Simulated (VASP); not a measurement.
Input of a VASP 6.6.1 run:

INCAR

```
SYSTEM = GaSb
PREC = Accurate ; ENCUT = 500
EDIFF = 1E-6 ; ISMEAR = 0
SIGMA = 0.15 ; LREAL = .FALSE.
LASPH = .TRUE. ; NELM = 120
ALGO = Normal ; ISIF = 2
LWAVE = .FALSE. ; LCHARG = .FALSE.
GGA = CA ; NBANDS = 21
GGA_COMPAT = .FALSE.
```

Contents of KPOINTS:

```
Automatic mesh
0
G
  16 16 16
  0 0 0
```

Contents of POSCAR:

```
GaSb
1.0
   -2.5020000000      2.5020000000      1.3540000000
    2.5020000000     -2.5020000000      1.3540000000
    2.5020000000      2.5020000000     -1.3540000000
Ga Sb
1 1
Direct
    0.2500000000      0.7500000000      0.5000000000
    0.0000000000      0.0000000000      0.0000000000
```

Potentials or basis: VASP PAW LDA potentials, release 64 (Ga_d, Sb_d_GW).

The run is started by

```console
$ cat potpaw_LDA.64/Ga_d/POTCAR potpaw_LDA.64/Sb_d_GW/POTCAR > POTCAR
$ mpirun -np 1 vasp_std > vasp.out
```

Estimate the band gap on the k mesh.

zero (bands 14 and 15 overlap by 6.55 eV).

Predict the pressure.

34.7 GPa.

Stress tensor (GPa, compression positive):
```
31.62  0.00  0.00
 0.00 31.62  0.00
 0.00  0.00 40.79
```

Caveat: the stress differs along the axes, from 32 to 41 GPa; spin-orbit coupling is left out, which moves the levels of the heavy elements.
